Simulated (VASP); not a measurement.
Cl:

```xyz
2
Lattice="3.5344 0.0000 0.0000 -1.7672 3.0609 0.0000 0.0000 0.0000 5.7366" Properties=species:S:1:pos:R:3 pbc="T T T"
Cl    0.0000    2.0406    1.4341
Cl    1.7672    1.0203    4.3024
```

```yaml
Program: VASP 6.6.1
Task: relaxation of cell and atoms
Functional: r2SCAN
Potentials_or_basis: VASP PAW PBE potentials, release 64 (Cl)
Cutoff: 600 eV
k_mesh: 6 × 6 × 4
Occupations: gaussian, width 0.1 eV
Spin: no spin polarisation
```

At the start: pressure -5.0 GPa; volume 31.03 Å³/atom.

Problem. Where does the relaxation end?

Solution. Over 26 steps the energy falls by 447.6 meV/atom and the volume is 21.98 Å³/atom (-29.2 %); space group P6_3/mmc (No. 194, to 0.05 Å).

Step by step:
```tsv
step	energy change (eV)	largest force (eV/Å)	pressure (GPa)	volume (Å³)
1	0.0000	0.0000	-5.00	62.06
2	-0.2596	0.0000	-4.83	53.76
3	-0.1800	0.0000	15.00	33.35
4	-0.4555	0.0000	-2.84	46.05
5	-0.4912	0.0000	1.44	40.38
6	-0.4971	0.0000	-0.23	42.06
7	-0.4973	0.0000	0.08	41.71
8	-0.4987	0.0000	0.09	41.69
9	-0.5050	0.0000	0.19	41.63
10	-0.5514	0.0000	0.24	41.45
11	-0.6994	0.0000	0.70	40.92
12	-0.8231	0.0000	5.60	39.12
13	-0.8403	0.0000	3.85	39.62
14	-0.8385	0.0000	4.37	39.46
15	-0.8386	0.0000	4.38	39.46
16	-0.8389	0.0000	4.41	39.47
17	-0.8393	0.0000	4.48	39.49
18	-0.8394	0.0000	4.62	39.52
19	-0.8401	0.0000	4.58	39.54
20	-0.8422	0.0000	4.48	39.62
21	-0.8463	0.0000	4.27	39.77
22	-0.8538	0.0000	3.87	40.08
23	-0.8669	0.0000	3.11	40.71
24	-0.8853	0.0000	1.73	41.97
25	-0.8941	0.0000	-0.52	44.57
26	-0.8951	0.0000	-0.05	43.96
```

Final structure:
```
Cl
1.0
     3.59782    0.00000    0.00000
    -1.79891    3.11580    0.00000
     0.00000    0.00000    3.92104
Cl
2
Direct
  0.33333 0.66667 0.25000
  0.66667 0.33333 0.75000
```

Caveat: the volume moved by over 15 % at a fixed basis, so the end points are rough; the PAW data sets were made with another functional, which shifts forces and pressure a little.
